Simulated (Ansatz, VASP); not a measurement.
# W3C: VASP beside Ansatz

```
CELL_PARAMETERS angstrom
2.85459 0.00000 0.00000
-1.42730 2.47215 0.00000
0.00000 0.00000 21.69711
ATOMIC_POSITIONS crystal
W 0.66667 0.33333 0.18436
W 0.33333 0.66667 0.29260
W 0.00000 0.00000 0.40084
C 0.66667 0.33333 0.45938
```

Alike in both runs: task single point; functional PBE; k mesh 9 × 9 × 1; occupations gaussian, width 0.1 eV; no spin polarisation.

|  | VASP | Ansatz |
| --- | --- | --- |
| version | VASP 6.6.1 | Ansatz 0.2.0 |
| potentials or method | VASP PAW PBE potentials, release 64 (W_sv, C), cutoff 520 eV | scalar-relativistic, plane waves, PAW |
| valence electrons in the cell | 46 | 46 |

|  | VASP | Ansatz | Ansatz less VASP |
| --- | --- | --- | --- |
| gap on the k mesh at the Fermi level (eV) | none | none | - |
| rms of the force components (eV/Å) | 1.210 | 1.230 | +0.0199 |
| work function, face that differs most (eV) | 5.20 | 5.19 | -0.003 |

Atom by atom the forces differ by 0.023 eV/Å (rms over components). A gap of «none» marks a metal or a gap that the smearing closes. Ansatz's warnings: xc potential rough in thin density.

Spin-orbit coupling is off throughout.
